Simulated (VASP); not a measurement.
HgTe (zinc blende type), 2 atoms in the cell. It takes space group F-43m (No. 216, cubic). The conventional cell has a = 6.660 Å, b = 6.660 Å, c = 6.660 Å, α = 90.00°, β = 90.00°, γ = 90.00°. Hg (site symmetry -43m) has 4 Te at 2.88 Å within 3.8 Å. Within 3.8 Å of Te (site symmetry -43m) lie 4 Hg at 2.88 Å. 

| Item | Value |
| --- | --- |
| Program | VASP 6.6.1 |
| Task | single point |
| Functional | PBE |
| Potentials or basis | VASP PAW PBE potentials, release 64 (Hg, Te) |
| Cutoff | 520 eV |
| k mesh | 6 × 6 × 6 |
| Occupations | fermi-dirac, width 0.02 eV |
| Spin | non-collinear spin, zero start, spin-orbit coupling |
| Starting moments | [[0, 0, 0], [0, 0, 0]] μB |
| Dipole correction | no |
| Further INCAR settings | ALGO = Normal; EDIFF = 1e-06; NBANDS = 30 |

Potentials or basis: VASP PAW PBE potentials, release 64 (Hg, Te).

Run with:

```bash
$ cat potpaw_PBE.64/Hg/POTCAR potpaw_PBE.64/Te/POTCAR > POTCAR
$ mpirun -np 1 vasp_ncl > vasp.out
```

Hardware: 1 thread of AMD EPYC 9R45 96-Core Processor (Zen 5), with other jobs on the host.

**Question.** How long does it take, and how much memory?

**Answer.** Run time: 73 s on 1 thread of AMD EPYC 9R45 96-Core Processor (Zen 5), on a shared host, peak memory 0.38 GiB. Counts: scf iterations 13, k points 22.
